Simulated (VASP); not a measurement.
# AlGa3N4 (P1) in VASP: single point with r2SCAN

Aim: the single point of AlGa3N4 with r2SCAN.

Program: VASP 6.6.1. These are calculated values, not measurements. Logs are shortened: lines on timing, memory, paths and dates and some standing lists are left out, and cuts for length are marked.

## (1) The cell of the first run

The typed cell holds 8 atoms: a = 5.139 Å, b = 3.163 Å, c = 5.477 Å, α = 90.00°, β = 90.04°, γ = 90.00°.

## (2) Single point, r2SCAN (atom 4 (Ga) moved -0.113 Å along Cartesian [1 -1 0])

Contents of POSCAR:

```
AlGa3N4
1.0
    5.1389202027      0.0000000000      0.0000171871
    0.0000000000      3.1634143065      0.0000000000
   -0.0036943801      0.0000000000      5.4769945785
Al Ga N
1 3 4
Direct
    0.0005828856      0.5000000000      0.6672982355
    0.4991712867      0.5000000000      0.3350606990
    0.4992511921      0.0000000000      0.8314570702
    0.9843811870      0.0251467260      0.1661914336
    0.1194130437      0.5000000000      0.3406010341
    0.1173310430      0.0000000000      0.8259310374
    0.6202395493      0.0000000000      0.1661937142
    0.6317500118      0.5000000000      0.6672678245
```

Contents of INCAR.step1:

```
SYSTEM = AlGa3N4
PREC = Accurate ; ENCUT = 520
ISMEAR = 0 ; SIGMA = 0.05
LREAL = .FALSE. ; LASPH = .TRUE.
NELM = 80 ; NBANDS = 41
GGA = PE ; ALGO = Normal
EDIFF = 1E-4 ; LWAVE = .TRUE.
LCHARG = .FALSE.
```

Contents of INCAR.step2:

```
SYSTEM = AlGa3N4
PREC = Accurate ; ENCUT = 520
EDIFF = 1E-7 ; ISMEAR = 0
SIGMA = 0.05 ; LREAL = .FALSE.
LASPH = .TRUE. ; NELM = 80
ALGO = Normal ; ISIF = 2
LWAVE = .FALSE. ; LCHARG = .FALSE.
METAGGA = R2SCAN ; LMIXTAU = .TRUE.
NBANDS = 41 ; ISTART = 1
```

Contents of KPOINTS:

```
Automatic mesh
0
G
  6 8 4
  0 0 0
```

Potentials or basis: VASP PAW PBE potentials, release 64 (Al, Ga_d, N).

Started as:

```
cat potpaw_PBE.64/Al/POTCAR potpaw_PBE.64/Ga_d/POTCAR potpaw_PBE.64/N/POTCAR > POTCAR
cp INCAR.step1 INCAR
mpirun -np 1 vasp_std > vasp.out
cp INCAR.step2 INCAR
mpirun -np 1 vasp_std > vasp.out
```

OUTCAR:

```text
SYSTEM = AlGa3N4
   PREC = Accurate
   ENCUT = 520
   EDIFF = 1E-7
   ISMEAR = 0
   LREAL = .FALSE.
   LASPH = .TRUE.
   NELM = 80
   ISIF = 2
   METAGGA = R2SCAN
   ISTART = 1

 ion  position               nearest neighbor table
   1  0.001  0.500  0.667-   5 1.89   8 1.90   6 1.90   6 1.90   4 3.12   4 3.13   3 3.14   3 3.14

   2  0.499  0.500  0.335-   7 1.94   7 1.94   8 1.94   5 1.95
   3  0.499  0.000  0.831-   7 1.94   8 1.94   8 1.94   6 1.96   1 3.14   1 3.14
   4  0.984  0.025  0.166-   7 1.87   5 1.91   6 1.99   5 2.04   1 3.12   1 3.13
   5  0.119  0.500  0.341-   1 1.89   4 1.91   2 1.95   4 2.04
   6  0.117  0.000  0.826-   1 1.90   1 1.90   3 1.96   4 1.99
   7  0.620  0.000  0.166-   4 1.87   2 1.94   2 1.94   3 1.94
   8  0.632  0.500  0.667-   1 1.90   2 1.94   3 1.94   3 1.94

  LATTYP: Found a simple monoclinic cell.
 ALAT       =     5.1389202027
 B/A-ratio  =     0.6155795735
 C/A-ratio  =     1.0657872877
 COS(beta)  =    -0.0006711822

  Lattice vectors:

 A1 = (   5.1389202027,   0.0000000000,   0.0000171871)
 A2 = (   0.0000000000,   3.1634143065,   0.0000000000)
 A3 = (  -0.0036943801,   0.0000000000,   5.4769945785)

Analysis of symmetry for initial positions (statically):
=====================================================================
 Subroutine PRICEL returns:
 Original cell was already a primitive cell.

 Routine SETGRP: Setting up the symmetry group for a
 simple monoclinic supercell.

 Subroutine GETGRP returns: Found  1 space group operations
 (whereof  1 operations were pure point group operations)
 out of a pool of  4 trial point group operations.

The static configuration has the point symmetry C_1 .

Analysis of symmetry for dynamics (positions and initial velocities):
=====================================================================
 Subroutine PRICEL returns:
 Original cell was already a primitive cell.

 Routine SETGRP: Setting up the symmetry group for a
 simple monoclinic supercell.

 Subroutine GETGRP returns: Found  1 space group operations
 (whereof  1 operations were pure point group operations)
 out of a pool of  4 trial point group operations.

The dynamic configuration has the point symmetry C_1 .

 Subroutine INISYM returns: Found  1 space group operations
 (whereof  1 operations are pure point group operations),
 and found     1 'primitive' translations

----------------------------------------------------------------------------------------

                                     Primitive cell

  volume of cell :      89.0369

  direct lattice vectors                    reciprocal lattice vectors
     5.138920203  0.000000000  0.000017187     0.194593408  0.000000000  0.000131258
     0.000000000  3.163414306  0.000000000     0.000000000  0.316114142  0.000000000
    -0.003694380  0.000000000  5.476994579    -0.000000611  0.000000000  0.182581886

  length of vectors
     5.138920203  3.163414306  5.476995824     0.194593453  0.316114142  0.182581886

  position of ions in fractional coordinates (direct lattice)
     0.000582886  0.500000000  0.667298235
     0.499171287  0.500000000  0.335060699
     0.499251192  0.000000000  0.831457070
     0.984381187  0.025146726  0.166191434
     0.119413044  0.500000000  0.340601034
     0.117331043  0.000000000  0.825931037
     0.620239549  0.000000000  0.166193714
     0.631750012  0.500000000  0.667267825

  ion indices of the primitive-cell ions
   primitive index   ion index
                 1           1
                 2           2
                 3           3
                 4           4
                 5           5
                 6           6
                 7           7
                 8           8

----------------------------------------------------------------------------------------

 KPOINTS: Automatic mesh

Automatic generation of k-mesh.
 Grid dimensions read from file:
 generate k-points for:    6    8    4

 Generating k-lattice:

  Cartesian coordinates                     Fractional coordinates (reciprocal lattice)
     0.032432235  0.000000000  0.000021876     0.166666667  0.000000000 -0.000000000
     0.000000000  0.039514268  0.000000000     0.000000000  0.125000000  0.000000000
    -0.000000153  0.000000000  0.045645471    -0.000000000  0.000000000  0.250000000

  Length of vectors
     0.032432242  0.039514268  0.045645471

  Shift w.r.t. Gamma in fractional coordinates (k-lattice)
     0.000000000  0.000000000  0.000000000

 Subroutine IBZKPT returns following result:
 ===========================================

 Found    100 irreducible k-points:

 Following reciprocal coordinates:
            Coordinates               Weight
  0.000000  0.000000  0.000000      1.000000
  0.166667  0.000000  0.000000      2.000000
  0.333333  0.000000  0.000000      2.000000
  0.500000  0.000000  0.000000      1.000000
  0.000000  0.125000  0.000000      2.000000
  0.166667  0.125000  0.000000      2.000000
[... 16 lines left out ...]
  0.000000  0.500000  0.000000      1.000000
  0.166667  0.500000  0.000000      2.000000
 [... further k-points ...]
   k-points           NKPTS =    100   k-points in BZ     NKDIM =    100   number of bands    NBANDS=     41
   number of dos      NEDOS =    301   number of ions     NIONS =      8
   total plane-waves  NPLWV =  40320
   dimension x,y,z NGX =    40 NGY =   24 NGZ =   42
   dimension x,y,z NGXF=    80 NGYF=   48 NGZF=   84
   ions per type =               1   3   4
   NGX,Y,Z   is equivalent  to a cutoff of  12.94, 12.61, 12.75 a.u.
   NGXF,Y,Z  is equivalent  to a cutoff of  25.88, 25.23, 25.50 a.u.
 SYSTEM =  AlGa3N4
   PREC   = accura    normal or accurate (medium, high low for compatibility)
   ISTART =      1    job   : 0-new  1-cont  2-samecut
   ICHARG =      0    charge: 1-file 2-atom 10-const
   ISPIN  =      1    spin polarized calculation?
   LNONCOLLINEAR =      F non collinear calculations
   LSORBIT =      F    spin-orbit coupling
   LASPH  =      T    aspherical Exc in radial PAW
   ENCUT  =  520.0 eV  38.22 Ry    6.18 a.u.   9.55  5.88 10.18*2*pi/ulx,y,z
   NELM   =     80;   NELMIN=  2; NELMDL=  0     # of ELM steps
   EDIFF  = 0.1E-06   stopping-criterion for ELM
   LREAL  =      F    real-space projection
   EDIFFG = 0.1E-05   stopping-criterion for IOM
   NSW    =      0    number of steps for IOM
   IBRION =     -1    ionic relax: 0-MD 1-quasi-New 2-CG
   NFREE  =      0    steps in history (QN), initial steepest desc. (CG)
   ISIF   =      2    stress and relaxation
   ISYM   =      2    0-nonsym 1-usesym 2-fastsym
   POTIM  = 0.5000    time-step for ionic-motion
   TEBEG  =    0.0;   TEEND  =   0.0 temperature during run
   PSTRESS=    0.0 pullay stress
   NELECT =      62.0000    total number of electrons
   NUPDOWN=      -1.0000    fix difference up-down
   EMIN   =  10.00;   EMAX   =-10.00  energy-range for DOS
   EFERMI =   0.00;   METHOD = LEGACY
   ISMEAR =     0;   SIGMA  =   0.05  broadening in eV -4-tet -1-fermi 0-gaus
   EFERMI_NEDOS =   21; number of points for ismear=-14 and -15
   IALGO  =     38    algorithm
   IMIX   =      4    mixing-type and parameters
     AMIX     =   0.40;   BMIX     =  1.00
     AMIX_MAG =   1.60;   BMIX_MAG =  1.00
  volume/ion in A,a.u.               =      11.13        75.11
  Fermi-wavevector in a.u.,A,eV,Ry     =   1.451049  2.742084 28.647641  2.105542
  Thomas-Fermi vector in A             =   2.568591
   LORBIT       =      0    0 simple, 1 ext, 2 COOP (PROOUT), +10 PAW based schemes
   METAGGA = R2SCAN    functional components
   LHFCALC =     F    Hartree Fock is set to
   AEXX    =    0.0000 exact exchange contribution
   IVDW    =     0    specifies the selected vdW correction
   LEPSILON=     F    determine dielectric tensor
   LRPA    =     F    only Hartree local field effects (RPA)
 non-spin polarized calculation
 Gauss-broadening in eV      SIGMA  =   0.05
  energy-cutoff  :      520.00
  volume of cell :       89.04
 maximum number of plane-waves:      2414
 NGX is ok and might be reduce to    40
   NGX = 19   NGY = 11   NGZ = 21

 number of electron      61.9999978 magnetization

 Free energy of the ion-electron system (eV)
  ---------------------------------------------------
  ext. energy  EPLUGINS =         0.00000000
  ---------------------------------------------------
  free energy    TOTEN  =       -84.82579233 eV

  energy without entropy =      -84.82579233  energy(sigma->0) =      -84.82579233

 E-fermi :   5.5699     XC(G=0): -12.3723

 val. band max:        5.3276366415   @ k =   0.0000   0.0000   0.0000
 cond. band min:       8.1655972186   @ k =   0.0000   0.0000   0.0000
 fundamental gap:      2.8379605772
 Fermi energy:         5.5699437083

 k-point     1 :       0.0000    0.0000    0.0000
  band No.  band energies     occupation
      1     -11.3997      2.00000
      2     -10.4388      2.00000
      3     -10.0513      2.00000
      4      -9.7204      2.00000
      5      -8.4046      2.00000
      6      -8.3916      2.00000
[... 33 lines left out ...]
     40      16.3729      0.00000
     41      16.5509      0.00000

 k-point     2 :       0.1667    0.0000    0.0000
  band No.  band energies     occupation
      1     -11.3232      2.00000
      2     -10.4293      2.00000
      3     -10.0805      2.00000
      4      -9.7151      2.00000
      5      -8.4027      2.00000
      6      -8.3929      2.00000
[... 33 lines left out ...]
     40      16.3576      0.00000
     41      16.6346      0.00000

 k-point     3 :       0.3333    0.0000    0.0000
  band No.  band energies     occupation
      1     -11.1343      2.00000
      2     -10.4235      2.00000
      3     -10.1651      2.00000
      4      -9.6996      2.00000
      5      -8.3990      2.00000
      6      -8.3951      2.00000
[... 33 lines left out ...]
     40      16.2151      0.00000
     41      16.4369      0.00000

 k-point     4 :       0.5000    0.0000    0.0000
  band No.  band energies     occupation
      1     -11.0047      2.00000
      2     -10.4455      2.00000
      3     -10.2196      2.00000
      4      -9.6897      2.00000
      5      -8.3977      2.00000
      6      -8.3956      2.00000
[... 825 lines left out ...]
     40      15.4132      0.00000
     41      15.5139      0.00000

 k-point    23 :       0.0000    0.5000    0.0000
  band No.  band energies     occupation
      1     -10.5937      2.00000
      2     -10.1873      2.00000
      3      -9.8706      2.00000
      4      -9.6146      2.00000
      5      -8.3342      2.00000
      6      -8.3000      2.00000
[... 33 lines left out ...]
     40      16.0373      0.00000
     41      16.1552      0.00000

 k-point    24 :       0.1667    0.5000    0.0000
  band No.  band energies     occupation
      1     -10.5779      2.00000
      2     -10.1680      2.00000
      3      -9.8695      2.00000
      4      -9.5942      2.00000
      5      -8.3231      2.00000
      6      -8.2918      2.00000
[... 33 lines left out ...]
     40      15.8030      0.00000
     41      15.8385      0.00000

 [... further k-points ...]

------------------------ aborting loop because EDIFF is reached ----------------------------------------

  FORCE on cell =-STRESS in cart. coord.  units (eV):
  Direction    XX          YY          ZZ          XY          YZ          ZX
  --------------------------------------------------------------------------------------
  -------------------------------------------------------------------------------------
  Total        1.5894479      0.1613941      0.1791507      0.4375250      0.5153899      0.0448249
  in kB       28.6013564      2.9042089      3.2237321      7.8730542      9.2741953      0.8066023
  external PRESSURE =      11.5764325 kB  Pullay stress =       0.0000000 kB

 VOLUME and BASIS-vectors are now :
 -----------------------------------------------------------------------------
  energy-cutoff  :      520.00
  volume of cell :       89.04
      direct lattice vectors                 reciprocal lattice vectors
     5.138920203  0.000000000  0.000017187     0.194593408  0.000000000  0.000131258
     0.000000000  3.163414306  0.000000000     0.000000000  0.316114142  0.000000000
    -0.003694380  0.000000000  5.476994579    -0.000000611  0.000000000  0.182581886

 POSITION                                       TOTAL-FORCE (eV/Angst)
 -----------------------------------------------------------------------------------
      0.00053      1.58171      3.65479         0.158580      0.049826     -0.048262
      2.56396      1.58171      1.83513        -0.448286      0.045448      0.074321
      2.56254      0.00000      4.55389        -0.282754     -0.006754     -0.061410
      5.05804      0.07955      0.91025         1.620396     -0.949581     -0.054923
      0.61240      1.58171      1.86547        -0.208636      0.725779     -0.003742
      0.59990      0.00000      4.52362        -0.183419      0.082732      0.100338
      3.18675      0.00000      0.91025        -0.744551      0.050057     -0.016999
      3.24405      1.58171      3.65463         0.088671      0.002493      0.010677
 -----------------------------------------------------------------------------------
    total drift:                               -0.038927     -0.003226     -0.001335

  FREE ENERGIE OF THE ION-ELECTRON SYSTEM (eV)
  ---------------------------------------------------
  free  energy   TOTEN  =       -84.8257923314 eV

  energy  without entropy=      -84.8257923314  energy(sigma->0) =      -84.82579233
```

Wall time 19 min (1 thread of Intel Xeon 8259CL, shared host); peak memory 0.41 GiB.

Results:

- Free energy: -84.8258 eV
- Pressure: 1.2 GPa
- Largest force: 1.879 eV/Å
- Band gap on the k mesh: 2.84 eV

Forces in eV/Å, atoms in the order of the input:
```
Al   0.159  0.050 -0.048
Ga  -0.448  0.045  0.074
Ga  -0.283 -0.007 -0.061
Ga   1.620 -0.950 -0.055
N   -0.209  0.726 -0.004
N   -0.183  0.083  0.100
N   -0.745  0.050 -0.017
N    0.089  0.002  0.011
```

Levels at points of the mesh, in eV from the valence-band top:
```tsv
k point	band 28	band 29	band 30	band 31	band 32	band 33	band 34	band 35
(0.00, 0.00, 0.00)	-0.78	-0.16	-0.08	0.00	2.84	5.32	5.79	6.30
(0.50, 0.00, 0.00)	-0.70	-0.54	-0.51	-0.45	4.87	5.08	5.12	5.73
(0.00, 0.50, 0.00)	-2.12	-2.04	-1.93	-1.86	6.04	6.18	7.55	7.70
(0.50, 0.50, 0.00)	-1.77	-1.61	-1.48	-1.46	6.33	6.38	6.71	6.91
(0.00, 0.00, 0.50)	-0.82	-0.73	-0.66	-0.26	5.12	5.28	6.80	7.17
(0.50, 0.00, 0.50)	-1.56	-1.39	-1.22	-0.91	5.84	5.98	6.11	6.44
(0.00, 0.50, 0.50)	-2.34	-2.18	-1.00	-0.82	5.56	5.72	6.12	6.32
(0.50, 0.50, 0.50)	-1.83	-1.70	-1.69	-1.60	4.87	4.98	5.07	5.47
```

Caveat: the cell differs from its parent crystal (atom 4 (Ga) moved -0.113 Å along Cartesian [1 -1 0]); the PAW data sets were made with another functional, which shifts forces and pressure a little.
